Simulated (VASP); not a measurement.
# BaTe (P1) in VASP: single point with PBE

Aim: the single point of BaTe with PBE.

All numbers are computed with VASP 6.6.1; they aren't measurements. Logs are shortened: lines on timing, memory, paths and dates and some standing lists are left out, and cuts for length are marked.

### Step 1. The cell of the first run

The typed cell holds 4 atoms: a = 4.408 Å, b = 4.819 Å, c = 8.331 Å, α = 90.06°, β = 89.80°, γ = 90.00°.

### Step 2. Single point, PBE

INCAR reads:

```
PREC = Accurate ; ENCUT = 500
EDIFF = 1E-6 ; ISMEAR = 0
SIGMA = 0.1 ; LREAL = F
LASPH = T ; NELM = 120
ALGO = Normal ; ISIF = 2
LWAVE = F ; LCHARG = F
GGA = PE ; NBANDS = 24
GGA_COMPAT = F
```

KPOINTS reads:

```
regular mesh
0
Gamma
  4 4 2
```

POSCAR reads:

```
BaTe
1.0
   -0.0064934379     -0.0038294637     -4.4076694737
    2.4113355570     -4.1717564971     -0.0000945201
   -7.2173187525     -4.1621133668     -0.0144174711
Ba Te
2 2
Direct
    1.0008013777      0.5006310413      0.8333014338
    0.9994538812     -0.0004379256      0.3331889897
    0.5001805937      0.0005353960      0.6667675797
    0.4995641475      0.4992714883      0.1667419967
```

Potentials or basis: VASP PAW PBE potentials, release 64 (Ba_sv, Te).

Run with:

```
> cat potpaw_PBE.64/Ba_sv/POTCAR potpaw_PBE.64/Te/POTCAR > POTCAR
> mpirun -np 1 vasp_std > vasp.out
```

OUTCAR:

```text
PREC = Accurate
   ENCUT = 500
   EDIFF = 1E-6
   ISMEAR = 0
   LREAL = F
   LASPH = T
   NELM = 120
   ISIF = 2
   GGA = PE

 ion  position               nearest neighbor table
   1  0.001  0.501  0.833-   3 3.54   4 3.54   3 3.54   4 3.55   3 3.55   3 3.55
   2  0.999  1.000  0.333-   3 3.54   4 3.54   4 3.54   4 3.55   4 3.55   3 3.55
   3  0.500  0.001  0.667-   2 3.54   1 3.54   1 3.54   1 3.55   1 3.55   2 3.55
   4  0.500  0.499  0.167-   1 3.54   2 3.54   2 3.54   1 3.55   2 3.55   2 3.55

  LATTYP: Found a triclinic cell.
 ALAT       =     9.4121193094
 B/A-ratio  =     0.4682979227
 C/A-ratio  =     0.5119479815
 COS(alpha) =     0.0000345762
 COS(beta)  =     0.0008993306
 COS(gamma) =     0.4652522536

  Lattice vectors:

 A1 = (  -7.2108253146,  -4.1582839031,   4.3932520026)
 A2 = (   0.0064934379,   0.0038294637,   4.4076694737)
 A3 = (  -2.4113355570,   4.1717564971,   0.0000945201)

Analysis of symmetry for initial positions (statically):
=====================================================================
 Subroutine PRICEL returns:
 Original cell was already a primitive cell.

 Routine SETGRP: Setting up the symmetry group for a
 triclinic supercell.

 Subroutine GETGRP returns: Found  1 space group operations
 (whereof  1 operations were pure point group operations)
 out of a pool of  2 trial point group operations.

The static configuration has the point symmetry C_1 .

Analysis of symmetry for dynamics (positions and initial velocities):
=====================================================================
 Subroutine PRICEL returns:
 Original cell was already a primitive cell.

 Routine SETGRP: Setting up the symmetry group for a
 triclinic supercell.

 Subroutine GETGRP returns: Found  1 space group operations
 (whereof  1 operations were pure point group operations)
 out of a pool of  2 trial point group operations.

The dynamic configuration has the point symmetry C_1 .

 Subroutine INISYM returns: Found  1 space group operations
 (whereof  1 operations are pure point group operations),
 and found     1 'primitive' translations

----------------------------------------------------------------------------------------

                                     Primitive cell

  volume of cell :     176.9460

[... 82 lines left out ...]
   LNONCOLLINEAR =      F non collinear calculations
   LSORBIT =      F    spin-orbit coupling
   LASPH  =      T    aspherical Exc in radial PAW
   ENCUT  =  500.0 eV  36.75 Ry    6.06 a.u.   8.04  8.79 15.19*2*pi/ulx,y,z
   NELM   =    120;   NELMIN=  2; NELMDL= -5     # of ELM steps
   EDIFF  = 0.1E-05   stopping-criterion for ELM
   LREAL  =      F    real-space projection
   EDIFFG = 0.1E-04   stopping-criterion for IOM
   NSW    =      0    number of steps for IOM
   IBRION =     -1    ionic relax: 0-MD 1-quasi-New 2-CG
   NFREE  =      0    steps in history (QN), initial steepest desc. (CG)
   ISIF   =      2    stress and relaxation
   ISYM   =      2    0-nonsym 1-usesym 2-fastsym
   POTIM  = 0.5000    time-step for ionic-motion
   TEBEG  =    0.0;   TEEND  =   0.0 temperature during run
   PSTRESS=    0.0 pullay stress
   NELECT =      32.0000    total number of electrons
   NUPDOWN=      -1.0000    fix difference up-down
   EMIN   =  10.00;   EMAX   =-10.00  energy-range for DOS
   EFERMI =   0.00;   METHOD = LEGACY
   ISMEAR =     0;   SIGMA  =   0.10  broadening in eV -4-tet -1-fermi 0-gaus
   EFERMI_NEDOS =   21; number of points for ismear=-14 and -15
   IALGO  =     38    algorithm
   IMIX   =      4    mixing-type and parameters
     AMIX     =   0.40;   BMIX     =  1.00
     AMIX_MAG =   1.60;   BMIX_MAG =  1.00
  volume/ion in A,a.u.               =      44.24       298.52
  Fermi-wavevector in a.u.,A,eV,Ry     =   0.925787  1.749484 11.661310  0.857082
  Thomas-Fermi vector in A             =   2.051679
   LORBIT       =      0    0 simple, 1 ext, 2 COOP (PROOUT), +10 PAW based schemes
   GGA     = PE    functional components
   LHFCALC =     F    Hartree Fock is set to
   AEXX    =    0.0000 exact exchange contribution
   IVDW    =     0    specifies the selected vdW correction
   LEPSILON=     F    determine dielectric tensor
   LRPA    =     F    only Hartree local field effects (RPA)
 non-spin polarized calculation
 Gauss-broadening in eV      SIGMA  =   0.10
  energy-cutoff  :      500.00
  volume of cell :      176.95
 maximum number of plane-waves:      4520
   NGX = 17   NGY = 17   NGZ = 31

 number of electron      31.9999999 magnetization

 Free energy of the ion-electron system (eV)
  ---------------------------------------------------
  ext. energy  EPLUGINS =         0.00000000
  ---------------------------------------------------
  free energy    TOTEN  =       -16.76297088 eV

  energy without entropy =      -16.76297088  energy(sigma->0) =      -16.76297088

 E-fermi :   2.9604     XC(G=0):  -8.0776

 val. band max:        2.4304185948   @ k =   0.0000   0.0000   0.0000
 cond. band min:       3.8946814521   @ k =   0.0000   0.0000   0.0000
 fundamental gap:      1.4642628573
 Fermi energy:         2.9603916101

 k-point     1 :       0.0000    0.0000    0.0000
  band No.  band energies     occupation
      1     -25.0907      2.00000
      2     -25.0785      2.00000
      3     -10.5799      2.00000
      4     -10.3003      2.00000
      5     -10.2466      2.00000
      6     -10.2464      2.00000
[... 529 lines left out ...]
     23       8.1110      0.00000
     24       8.1144      0.00000

------------------------ aborting loop because EDIFF is reached ----------------------------------------

  FORCE on cell =-STRESS in cart. coord.  units (eV):
  Direction    XX          YY          ZZ          XY          YZ          ZX
  --------------------------------------------------------------------------------------
  -------------------------------------------------------------------------------------
  Total        0.2467661      0.2574484      0.5449192      0.0122270     -0.0255514     -0.0431251
  in kB        2.2343708      2.3310953      4.9340316      0.1107110     -0.2313578     -0.3904814
  external PRESSURE =       3.1664992 kB  Pullay stress =       0.0000000 kB

 VOLUME and BASIS-vectors are now :
 -----------------------------------------------------------------------------
  energy-cutoff  :      500.00
  volume of cell :      176.95
      direct lattice vectors                 reciprocal lattice vectors
    -0.006493438 -0.003829464 -4.407669474     0.000337689  0.000200330 -0.226877938
     2.411335557 -4.171756497 -0.000094520     0.103676617 -0.179780600  0.000003459
    -7.217318752 -4.162113367 -0.014417471    -0.103917134 -0.060065610  0.000205278

 POSITION                                       TOTAL-FORCE (eV/Angst)
 -----------------------------------------------------------------------------------
     -4.80702     -5.55681     -0.01559         0.004356      0.003808      0.006243
     -0.00094     -5.56053     -4.41016         0.001232     -0.000807     -0.002040
     -4.81423     -2.77931     -2.21424        -0.003288      0.000434     -0.001021
     -0.00276     -2.77875     -2.20436        -0.002300     -0.003435     -0.003182
 -----------------------------------------------------------------------------------
    total drift:                               -0.000273     -0.000263      0.000054

  FREE ENERGIE OF THE ION-ELECTRON SYSTEM (eV)
  ---------------------------------------------------
  free  energy   TOTEN  =       -16.7629708832 eV

  energy  without entropy=      -16.7629708832  energy(sigma->0) =      -16.76297088
```

Run time: 34 s. Hardware: 1 thread of AMD EPYC 9R45 (Zen 5), shared host; peak memory 0.26 GiB.

Results:

| Quantity | Value |
| --- | --- |
| Free energy | -16.7630 eV |
| Pressure | 0.3 GPa |
| Largest force | 0.009 eV/Å |
| Band gap on the k mesh | 1.46 eV |

Forces on the atoms (eV/Å):
```
Ba   0.004  0.004  0.006
Ba   0.001 -0.001 -0.002
Te  -0.003  0.000 -0.001
Te  -0.002 -0.003 -0.003
```

Stress tensor (GPa, compression positive):
```
 0.22  0.01 -0.04
 0.01  0.23 -0.02
-0.04 -0.02  0.49
```

Caveat: spin-orbit coupling is left out, which moves the levels of the heavy elements. A k mesh can miss the band edges.
